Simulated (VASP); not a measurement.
# GaN: single point with PBE

The system is GaN.

```
Ga N
1.0
     0.00000    2.25350    2.32111
     2.25350    0.00000    2.32111
     2.25350    2.25350    0.00000
Ga N
1 1
Cartesian
  0.0000 0.0000 0.0000
  3.3803 3.3803 3.4817
```

This cell differs from its parent crystal: strain +0.0300 x Voigt [0, 0, 1, 0, 0, 0].

```json
{"Program": "VASP 6.6.1", "Task": "single point", "Functional": "PBE", "Potentials or basis": "VASP PAW PBE potentials, release 64 (Ga_d, N)", "Cutoff": "520 eV", "k mesh": "10 × 10 × 10", "Occupations": "gaussian, width 0.05 eV", "Spin": "no spin polarisation", "Dipole correction": "no", "Further INCAR settings": "ALGO = Normal; EDIFF = 1e-07; NBANDS = 16"}
```

```json
{
 "Pressure": "-0.3 GPa",
 "Band gap on the k mesh": "1.48 eV, direct"
}
```

Stress tensor (GPa, compression positive):
```
 0.97  0.00  0.00
 0.00  0.97  0.00
 0.00  0.00 -2.90
```

Levels at points of the mesh, in eV from the valence-band top:
```csv
k point,band 7,band 8,band 9,band 10,band 11,band 12
"(0.00, 0.00, 0.00)",-0.14,0.00,0.00,1.48,10.05,10.05
"(0.50, 0.00, 0.00)",-6.89,-1.09,-0.87,4.37,8.53,9.98
"(0.50, 0.50, 0.00)",-6.26,-2.50,-2.50,3.42,6.73,11.20
"(0.50, 0.00, 0.50)",-5.94,-2.72,-2.71,3.24,6.29,11.58
```

Run time: 67 s on 1 thread of Intel Xeon 8259CL, on a shared host, peak memory 0.16 GiB.

Caveat: the cell differs from its parent crystal (strain +0.0300 x Voigt [0, 0, 1, 0, 0, 0]).
